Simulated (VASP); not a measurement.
# Mg32ZnO32 (a cell with a defect) in VASP: single point with PBEsol

Aim: the single point of Mg32ZnO32 (a cell with a defect) with PBEsol.

All numbers are computed with VASP 6.6.1; they aren't measurements. Logs are shortened: lines on timing, memory, paths and dates and some standing lists are left out, and cuts for length are marked.

### Step 1. The cell of the first run

The cell holds a defect, 65 atoms: a = 8.429 Å, b = 8.429 Å, c = 8.429 Å, α = 90.00°, β = 90.00°, γ = 90.00°.

### Step 2. Single point, PBEsol

The input, INCAR:

```
PREC     = Accurate       # precision mode
ENCUT    = 520            # plane-wave cutoff, eV
EDIFF    = 1E-6           # SCF threshold, eV
ISMEAR   = -1             # smearing method
SIGMA    = 0.05           # smearing width, eV
LREAL    = Auto         
LASPH    = True           # aspherical terms in the spheres
NELM     = 80             # most SCF steps
ALGO     = Normal         # electronic algorithm
ISIF     = 2              # what is computed and relaxed
LWAVE    = False          # write WAVECAR
LCHARG   = False          # write CHGCAR
GGA      = PS             # functional
ISYM     = 0            
NBANDS   = 172            # bands
```

The input, KPOINTS:

```
Automatic mesh
0
Gamma
  1 1 1
  0.25 0.25 0.25
```

The input, POSCAR:

```
Mg32ZnO32
1.0
    8.4288080000      0.0000000000      0.0000000000
    0.0000000000      8.4288080000      0.0000000000
    0.0000000000      0.0000000000      8.4288080000
O Mg Zn
32 32 1
Direct
    0.2471880000      0.9986360000      0.9965340000
    0.2507170000      0.0036960000      0.4958380000
    0.2478950000      0.5011730000      0.9993770000
    0.2172930000      0.5196530000      0.5084820000
    0.7502600000      0.0005710000      0.0020290000
    0.7631500000      0.9855620000      0.5004370000
    0.7519910000      0.5002990000      0.9974180000
    0.7522350000      0.4986950000      0.4985080000
    0.0001780000      0.2495310000      0.0006700000
    0.9904450000      0.2497550000      0.5014630000
    0.9992410000      0.7511480000      0.9997300000
    0.9977780000      0.7544020000      0.4990920000
    0.5010120000      0.2497350000      0.9908840000
    0.5403660000      0.1899070000      0.5406560000
    0.4986200000      0.7543680000      0.9983360000
    0.4992580000      0.7426510000      0.4997170000
    0.9960970000      0.9986460000      0.2476450000
    0.0015350000      0.0005800000      0.7507580000
    0.9988710000      0.5011610000      0.2483800000
    0.9969220000      0.5002950000      0.7524800000
    0.4953000000      0.0038560000      0.2512550000
    0.4999850000      0.9855940000      0.7635620000
    0.5079690000      0.5193860000      0.2179220000
    0.4980320000      0.4987210000      0.7527950000
    0.2389770000      0.2412030000      0.2393290000
    0.2450000000      0.2522350000      0.7562110000
    0.2477660000      0.7489130000      0.2482190000
    0.2483230000      0.7528460000      0.7505380000
    0.7557040000      0.2522200000      0.2454850000
    0.7564120000      0.2499240000      0.7568880000
    0.7500070000      0.7528110000      0.2487950000
    0.7496390000      0.7483120000      0.7501290000
    0.9971950000      0.9989490000      0.9976760000
    0.0005730000      0.9981790000      0.5000870000
    0.9992190000      0.5018110000      0.9997160000
    0.9867410000      0.5111630000      0.4999820000
    0.4996120000      0.9981700000      0.0010210000
    0.5305400000      0.9656510000      0.5309130000
    0.4995230000      0.5110630000      0.9873190000
    0.2473110000      0.2509420000      0.9982960000
    0.2094210000      0.2938250000      0.5326580000
    0.2491280000      0.7488290000      0.9976220000
    0.2494790000      0.7513590000      0.4999890000
    0.7579020000      0.2502740000      0.9945410000
    0.7544890000      0.2482360000      0.5025130000
    0.7488460000      0.7504060000      0.9990870000
    0.7512450000      0.7418390000      0.4996700000
    0.2311440000      0.9840990000      0.2315550000
    0.2515800000      0.9998720000      0.7502770000
    0.2532450000      0.5000610000      0.2537440000
    0.2474920000      0.5095910000      0.7541780000
    0.7498170000      0.9998660000      0.2520630000
    0.7533920000      0.9995810000      0.7538590000
    0.7536200000      0.5094810000      0.2479560000
    0.7477160000      0.4986740000      0.7482180000
    0.9978640000      0.2509350000      0.2477760000
    0.9940460000      0.2502620000      0.7584200000
    0.9971290000      0.7488290000      0.2496100000
    0.9985970000      0.7504220000      0.7493260000
    0.5320210000      0.2934120000      0.2099930000
    0.5020530000      0.2482180000      0.7548480000
    0.4995060000      0.7512590000      0.2499670000
    0.4991990000      0.7418470000      0.7517360000
    0.3890590000      0.1566610000      0.3898560000
    0.4856890000      0.4628710000      0.4862990000
```

Potentials or basis: VASP PAW PBE potentials, release 64 (O, Mg, Zn).

Command:

```bash
$ cat potpaw_PBE.64/O/POTCAR potpaw_PBE.64/Mg/POTCAR potpaw_PBE.64/Zn/POTCAR > POTCAR
$ mpirun -np 1 vasp_std > vasp.out
```

OUTCAR:

```text
PREC = Accurate
   ENCUT = 520
   EDIFF = 1E-6
   ISMEAR = -1
   LREAL = Auto
   LASPH = True
   NELM = 80
   ISIF = 2
   GGA = PS
   ISYM = 0

 ion  position               nearest neighbor table
   1  0.247  0.999  0.997-  48 1.99  49 2.08  42 2.11  33 2.11  40 2.13  37 2.13
   2  0.251  0.004  0.496-  64 1.95  34 2.11  43 2.13  49 2.14  48 2.24  38 2.40  41 2.49
   3  0.248  0.501  0.999-  51 2.07  42 2.09  35 2.10  40 2.11  39 2.12  50 2.14
   4  0.217  0.520  0.508-  41 1.92  36 1.95  43 1.97  51 2.09  50 2.17  65 2.32
   5  0.750  0.001  0.002-  33 2.08  53 2.09  44 2.11  52 2.11  46 2.11  37 2.11
   6  0.763  0.986  0.500-  38 1.98  34 2.00  47 2.06  52 2.10  53 2.14  45 2.22
   7  0.752  0.500  0.997-  35 2.08  55 2.10  44 2.11  46 2.11  54 2.11  39 2.13
   8  0.752  0.499  0.499-  36 1.98  47 2.05  55 2.11  45 2.11  54 2.11  65 2.27
   9  0.000  0.250  0.001-  57 2.04  44 2.04  56 2.08  40 2.08  33 2.11  35 2.13
  10  0.990  0.250  0.501-  41 1.90  45 1.99  34 2.12  56 2.14  57 2.17  36 2.20
  11  0.999  0.751  1.000-  33 2.09  35 2.10  58 2.11  42 2.11  46 2.11  59 2.11
  12  0.998  0.754  0.499-  36 2.05  34 2.05  47 2.08  58 2.10  59 2.11  43 2.12
  13  0.501  0.250  0.991-  60 1.90  61 1.99  37 2.12  40 2.14  44 2.17  39 2.20
  14  0.540  0.190  0.541-  64 1.82  38 1.89  45 1.90  61 1.90  65 2.39
  15  0.499  0.754  0.998-  39 2.05  37 2.06  63 2.08  42 2.10  46 2.11  62 2.12
  16  0.499  0.743  0.500-  38 1.92  62 2.11  43 2.11  47 2.12  63 2.12  65 2.36
  17  0.996  0.999  0.248-  48 1.99  52 2.08  58 2.11  33 2.11  56 2.13  34 2.13
  18  0.002  0.001  0.751-  33 2.08  53 2.09  57 2.11  49 2.11  59 2.11  34 2.11
  19  0.999  0.501  0.248-  54 2.07  58 2.09  35 2.10  56 2.11  36 2.12  50 2.14
  20  0.997  0.500  0.752-  35 2.08  55 2.10  57 2.11  59 2.11  51 2.11  36 2.13
  21  0.495  0.004  0.251-  64 1.96  37 2.11  62 2.13  52 2.15  48 2.24  38 2.40  60 2.48
  22  0.500  0.986  0.764-  38 1.98  37 2.00  63 2.06  49 2.10  53 2.14  61 2.21
  23  0.508  0.519  0.218-  60 1.92  39 1.95  62 1.97  54 2.09  50 2.17  65 2.32
  24  0.498  0.499  0.753-  39 1.98  63 2.05  55 2.10  61 2.11  51 2.11  65 2.27
  25  0.239  0.241  0.239-  64 1.93  40 2.03  56 2.04  48 2.17  50 2.19  60 2.52  41 2.52
  26  0.245  0.252  0.756-  41 1.94  40 2.04  57 2.12  49 2.13  61 2.17  51 2.17
  27  0.248  0.749  0.248-  48 1.99  50 2.10  42 2.11  58 2.11  62 2.12  43 2.12
  28  0.248  0.753  0.751-  51 2.05  49 2.08  42 2.08  59 2.11  43 2.11  63 2.12
  29  0.756  0.252  0.245-  60 1.94  56 2.04  44 2.12  52 2.13  45 2.17  54 2.17
  30  0.756  0.250  0.757-  57 2.00  44 2.00  55 2.10  53 2.11  61 2.14  45 2.14
  31  0.750  0.753  0.249-  54 2.05  52 2.08  58 2.08  46 2.10  62 2.11  47 2.12
[... 53 lines left out ...]
  59  0.999  0.750  0.749-  32 2.10  28 2.11  20 2.11  18 2.11  12 2.11  11 2.11  36 2.91  51 2.92
                            53 2.95  33 2.96  34 2.96  47 2.96  42 2.97  35 2.97  46 2.98  43 2.98
  60  0.532  0.293  0.210-  13 1.90  23 1.92  29 1.94  64 2.25  21 2.48  25 2.52  54 2.63  39 2.64
                            44 2.66  65 2.76  50 2.95  40 3.01  37 3.06  52 3.10  45 3.12  48 3.64
  61  0.502  0.248  0.755-  14 1.90  13 1.99  24 2.11  30 2.14  26 2.17  22 2.21  65 2.90  44 2.96
                            55 2.96  37 2.96  39 2.96  40 2.97  49 2.97  53 2.98  45 3.01  38 3.05
  62  0.500  0.751  0.250-  23 1.97  16 2.11  31 2.11  15 2.12  27 2.12  21 2.13  37 2.96  54 2.96
                            50 2.97  52 2.97  43 2.98  46 2.98  47 2.99  38 2.99  42 3.00  48 3.00
  63  0.499  0.742  0.752-  24 2.05  22 2.06  15 2.08  32 2.11  28 2.12  16 2.12  38 2.66  39 2.78
                            51 2.89  55 2.93  42 2.96  46 2.96  43 2.99  47 3.00  37 3.01  49 3.01
  64  0.389  0.157  0.390-  14 1.82  25 1.93   2 1.95  21 1.96  41 2.25  60 2.25  38 2.33  48 2.38
                            65 2.83  61 3.31  45 3.31  50 3.32  49 3.51  52 3.51  56 3.60  40 3.60
  65  0.486  0.463  0.486-  24 2.27   8 2.27  23 2.32   4 2.32  16 2.36  14 2.39  41 2.76  60 2.76
                            50 2.79  64 2.83  61 2.90  45 2.90  51 3.05  54 3.05  55 3.14  43 3.14

IMPORTANT INFORMATION: All symmetrisations will be switched off!
NOSYMM: (Re-)initialisation of all symmetry stuff for point group C_1.

----------------------------------------------------------------------------------------

                                     Primitive cell

  volume of cell :     598.8230

  direct lattice vectors                    reciprocal lattice vectors
     8.428808000  0.000000000  0.000000000     0.118640738  0.000000000  0.000000000
     0.000000000  8.428808000  0.000000000     0.000000000  0.118640738  0.000000000
     0.000000000  0.000000000  8.428808000     0.000000000  0.000000000  0.118640738

  length of vectors
     8.428808000  8.428808000  8.428808000     0.118640738  0.118640738  0.118640738
[... 170 lines left out ...]
   total plane-waves  NPLWV = 262144
   dimension x,y,z NGX =    64 NGY =   64 NGZ =   64
   dimension x,y,z NGXF=   128 NGYF=  128 NGZF=  128
   ions per type =              32  32   1
   NGX,Y,Z   is equivalent  to a cutoff of  12.62, 12.62, 12.62 a.u.
   NGXF,Y,Z  is equivalent  to a cutoff of  25.25, 25.25, 25.25 a.u.
 SYSTEM =  unknown system
   PREC   = accura    normal or accurate (medium, high low for compatibility)
   ISTART =      0    job   : 0-new  1-cont  2-samecut
   ICHARG =      2    charge: 1-file 2-atom 10-const
   ISPIN  =      1    spin polarized calculation?
   LNONCOLLINEAR =      F non collinear calculations
   LSORBIT =      F    spin-orbit coupling
   LASPH  =      T    aspherical Exc in radial PAW
   ENCUT  =  520.0 eV  38.22 Ry    6.18 a.u.  15.67 15.67 15.67*2*pi/ulx,y,z
   NELM   =     80;   NELMIN=  2; NELMDL= -5     # of ELM steps
   EDIFF  = 0.1E-05   stopping-criterion for ELM
   LREAL  =      T    real-space projection
   EDIFFG = 0.1E-04   stopping-criterion for IOM
   NSW    =      0    number of steps for IOM
   IBRION =     -1    ionic relax: 0-MD 1-quasi-New 2-CG
   NFREE  =      0    steps in history (QN), initial steepest desc. (CG)
   ISIF   =      2    stress and relaxation
   ISYM   =      0    0-nonsym 1-usesym 2-fastsym
   POTIM  = 0.5000    time-step for ionic-motion
   TEBEG  =    0.0;   TEEND  =   0.0 temperature during run
   PSTRESS=    0.0 pullay stress
   NELECT =     268.0000    total number of electrons
   NUPDOWN=      -1.0000    fix difference up-down
   EMIN   =  10.00;   EMAX   =-10.00  energy-range for DOS
   EFERMI =   0.00;   METHOD = LEGACY
   ISMEAR =    -1;   SIGMA  =   0.05  broadening in eV -4-tet -1-fermi 0-gaus
   EFERMI_NEDOS =   21; number of points for ismear=-14 and -15
   IALGO  =     38    algorithm
   IMIX   =      4    mixing-type and parameters
     AMIX     =   0.40;   BMIX     =  1.00
     AMIX_MAG =   1.60;   BMIX_MAG =  1.00
  volume/ion in A,a.u.               =       9.21        62.17
  Fermi-wavevector in a.u.,A,eV,Ry     =   1.252238  2.366387 21.335301  1.568100
  Thomas-Fermi vector in A             =   2.386148
   LORBIT       =      0    0 simple, 1 ext, 2 COOP (PROOUT), +10 PAW based schemes
   GGA     = PS    functional components
   LHFCALC =     F    Hartree Fock is set to
   AEXX    =    0.0000 exact exchange contribution
   IVDW    =     0    specifies the selected vdW correction
   LEPSILON=     F    determine dielectric tensor
   LRPA    =     F    only Hartree local field effects (RPA)
 non-spin polarized calculation
  energy-cutoff  :      520.00
  volume of cell :      598.82
 maximum number of plane-waves:     16125
 NGX is ok and might be reduce to    64
   NGX = 31   NGY = 31   NGZ = 31

 number of electron     267.9999984 magnetization

 Free energy of the ion-electron system (eV)
  ---------------------------------------------------
  ext. energy  EPLUGINS =         0.00000000
  ---------------------------------------------------
  free energy    TOTEN  =      -389.28759361 eV

  energy without entropy =     -389.28759358  energy(sigma->0) =     -389.28759360

 E-fermi :   7.8352     XC(G=0): -11.4279

 val. band max:        6.9196056133   @ k =   0.2500  -0.2500   0.2500
 cond. band min:       8.7128212903   @ k =   0.2500   0.2500   0.2500
 fundamental gap:      1.7932156770
 Fermi energy:         7.8351653322

 k-point     1 :       0.2500    0.2500    0.2500
  band No.  band energies     occupation
      1     -13.9862      2.00000
      2     -13.6464      2.00000
      3     -13.5986      2.00000
      4     -13.5360      2.00000
      5     -13.2985      2.00000
      6     -13.2922      2.00000
[... 585 lines left out ...]
    145      11.4193      0.00000
    146      11.4402      0.00000
 [bands above 146 left out]

------------------------ aborting loop because EDIFF is reached ----------------------------------------

  FORCE on cell =-STRESS in cart. coord.  units (eV):
  Direction    XX          YY          ZZ          XY          YZ          ZX
  --------------------------------------------------------------------------------------
  -------------------------------------------------------------------------------------
  Total       34.4436782     29.2898087     34.4148435     -4.7976399     -4.7384861     -0.7153740
  in kB       92.1555768     78.3661722     92.0784284    -12.8362967    -12.6780281     -1.9140146
  external PRESSURE =      87.5333925 kB  Pullay stress =       0.0000000 kB

 VOLUME and BASIS-vectors are now :
 -----------------------------------------------------------------------------
  energy-cutoff  :      520.00
  volume of cell :      598.82
      direct lattice vectors                 reciprocal lattice vectors
     8.428808000  0.000000000  0.000000000     0.118640738  0.000000000  0.000000000
     0.000000000  8.428808000  0.000000000     0.000000000  0.118640738  0.000000000
     0.000000000  0.000000000  8.428808000     0.000000000  0.000000000  0.118640738

 POSITION                                       TOTAL-FORCE (eV/Angst)
 -----------------------------------------------------------------------------------
      2.08350      8.41731      8.39959         0.004490      0.002712     -0.001948
      2.11325      0.03115      4.17932        -0.027411     -0.001498     -0.001080
      2.08946      4.22429      8.42356        -0.001907     -0.004612      0.004318
      1.83152      4.38006      4.28590         0.001497      0.013791      0.002824
      6.32380      0.00481      0.01710        -0.004959      0.005941      0.008856
      6.43244      8.30711      4.21809         0.001689      0.002359     -0.003281
[... 57 lines left out ...]
      3.27930      1.32047      3.28602         0.006210     -0.004004      0.004048
      4.09378      3.90145      4.09892        -0.000797      0.001778     -0.002938
 -----------------------------------------------------------------------------------
    total drift:                                0.010341      0.021136      0.007522

  FREE ENERGIE OF THE ION-ELECTRON SYSTEM (eV)
  ---------------------------------------------------
  free  energy   TOTEN  =      -389.2875936133 eV

  energy  without entropy=     -389.2875935784  energy(sigma->0) =     -389.28759360
```

It took 19 min on 1 thread of AMD EPYC 7R13 (Zen 3), shared host; peak memory 0.69 GiB.

Results:

| Property | Result |
| --- | --- |
| Free energy | -389.2876 eV |
| Pressure | 8.8 GPa |
| Largest force | 0.032 eV/Å |
| Band gap on the k mesh | 1.79 eV |

Forces on the atoms (eV/Å):
```
O    0.004  0.003 -0.002
O   -0.027 -0.001 -0.001
O   -0.002 -0.005  0.004
O    0.001  0.014  0.003
O   -0.005  0.006  0.009
O    0.002  0.002 -0.003
O   -0.003  0.001 -0.002
O   -0.001  0.004 -0.005
O    0.007 -0.003  0.011
O   -0.009 -0.009 -0.005
O   -0.005  0.004 -0.003
O   -0.002  0.005  0.000
O   -0.006 -0.011 -0.013
O    0.022  0.001  0.022
O   -0.001  0.004 -0.004
O   -0.004  0.002 -0.003
O   -0.001  0.002  0.003
O    0.009  0.006 -0.004
O    0.002 -0.003 -0.002
O   -0.003  0.000  0.000
O   -0.001 -0.002 -0.027
O   -0.006  0.003 -0.002
O    0.001  0.018 -0.002
O   -0.004  0.003 -0.002
O    0.001  0.009  0.002
O    0.003 -0.015  0.020
O    0.002  0.001  0.002
O    0.003  0.001 -0.004
O    0.020 -0.016  0.004
O   -0.011 -0.002 -0.008
O   -0.004  0.002  0.004
O   -0.003 -0.007 -0.001
Mg   0.006  0.004  0.005
Mg  -0.013 -0.006 -0.002
Mg   0.001 -0.005  0.000
Mg   0.012  0.007  0.000
Mg  -0.002 -0.005 -0.014
Mg   0.015  0.003  0.014
Mg   0.000  0.007  0.012
Mg  -0.005 -0.003 -0.012
Mg  -0.014  0.012  0.015
Mg   0.003  0.003  0.005
Mg  -0.009 -0.021  0.000
Mg   0.005  0.000  0.003
Mg  -0.004 -0.003  0.006
Mg  -0.001 -0.001  0.003
Mg   0.009  0.003  0.000
Mg  -0.016 -0.019 -0.016
Mg  -0.001 -0.004  0.014
Mg  -0.001  0.010 -0.002
Mg  -0.005  0.002 -0.006
Mg   0.013 -0.003 -0.001
Mg  -0.003  0.004 -0.004
Mg  -0.005  0.003 -0.006
Mg   0.009  0.001  0.007
Mg  -0.012 -0.003 -0.006
Mg   0.003  0.001  0.006
Mg   0.006  0.003  0.002
Mg   0.003  0.000  0.000
Mg   0.016  0.013 -0.012
Mg   0.006 -0.003 -0.003
Mg   0.000 -0.020 -0.009
Mg  -0.001  0.004  0.010
Mg   0.006 -0.004  0.004
Zn  -0.001  0.002 -0.003
```

Caveat: the k points lie up to 0.75 Å⁻¹ apart; the PAW data sets were made with another functional, which shifts forces and pressure a little.
